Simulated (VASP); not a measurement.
## InHO2: single point with r2SCAN

The system is InHO2.

```xyz
16
Lattice="5.3935 0.0000 0.0000 0.0000 5.3935 0.0000 0.0000 0.0000 5.3935" Properties=species:S:1:pos:R:3 pbc="T T T"
In    2.6968    2.6968    0.0000
In    2.6968    0.0000    2.6968
In    0.0000    2.6968    2.6968
In    0.0000    0.0000    0.0000
H     0.0000    0.0000    2.6968
H     0.0000    2.6968    0.0000
H     2.6968    0.0000    0.0000
H     2.6968    2.6968    2.6968
O     0.7014    4.6921    1.9954
O     4.6921    1.9954    0.7014
O     1.9954    0.7014    4.6921
O     3.3981    3.3981    3.3981
O     4.6921    0.7014    3.3981
O     0.7014    3.3981    4.6921
O     3.3981    4.6921    0.7014
O     1.9954    1.9954    1.9954
```

```json
{
  "Program": "VASP 6.6.1",
  "Task": "single point",
  "Functional": "r2SCAN",
  "Potentials or basis": "VASP PAW PBE potentials, release 64 (In_d, H, O)",
  "Cutoff": "520 eV",
  "k mesh": "3 × 3 × 3",
  "Occupations": "gaussian, width 0.01 eV",
  "Spin": "no spin polarisation"
}
```

```yaml
Pressure: -6.2 GPa
Largest_force: 0.036 eV/Å
Band_gap_on_the_k_mesh: 2.12 eV, direct
```

Forces in eV/Å, atoms in the order of the input:
```
In   0.000  0.000  0.000
In   0.000  0.000  0.000
In   0.000  0.000  0.000
In   0.000  0.000  0.000
H    0.000  0.000  0.000
H    0.000  0.000  0.000
H    0.000  0.000  0.000
H    0.000  0.000  0.000
O   -0.021  0.021  0.021
O    0.021  0.021 -0.021
O    0.021 -0.021  0.021
O   -0.021 -0.021 -0.021
O    0.021 -0.021 -0.021
O   -0.021 -0.021  0.021
O   -0.021  0.021 -0.021
O    0.021  0.021  0.021
```

Levels at points of the mesh, in eV from the valence-band top:
```csv
k point,band 50,band 51,band 52,band 53,band 54,band 55
"(0.00, 0.00, 0.00)",-0.15,0.00,0.00,2.12,7.13,7.13
```

Run time: 4.8 min on 1 thread of AMD EPYC 7R43 64-Core Processor (Zen 3) (shared host), peak memory 0.24 GiB.

Caveat: the PAW data sets were made with another functional, which shifts forces and pressure a little; spin-orbit coupling is left out, which moves the levels of the heavy elements. r2SCAN opens gaps a little over a GGA but as a rule still falls short of measured ones.
